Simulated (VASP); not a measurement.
AlN:

```xyz
2
Lattice="0.0000 2.2127 2.2127 2.2127 0.0000 2.2127 2.2127 2.2127 0.0000" Properties=species:S:1:pos:R:3 pbc="T T T"
Al    0.0000    0.0000    0.0000
N     1.1064    1.1064    1.1064
```

Program: VASP 6.6.1. Alike in all runs: task single point; potentials or basis VASP PAW PBE potentials, release 64 (Al, N); no spin polarisation; cell as given; k mesh 10 × 10 × 10; smearing fermi-dirac 0.05 eV.

**Question.** Order these runs on this cell by their pressure, lowest first.
A. level PBE exchange alone; cutoff (eV) 600
B. level PBE+D4; cutoff (eV) 600
C. level RPBE+D3(BJ); cutoff (eV) 600
D. level revPBE; cutoff (eV) 520
E. level r2SCAN+D4; cutoff (eV) 520

**Answer.** C (-19.8 GPa), E (-9.4 GPa), B (-7.6 GPa), D (-0.8 GPa), A (10.6 GPa).

Caveats: the PAW data sets were made with another functional, which shifts forces and pressure a little (some runs).
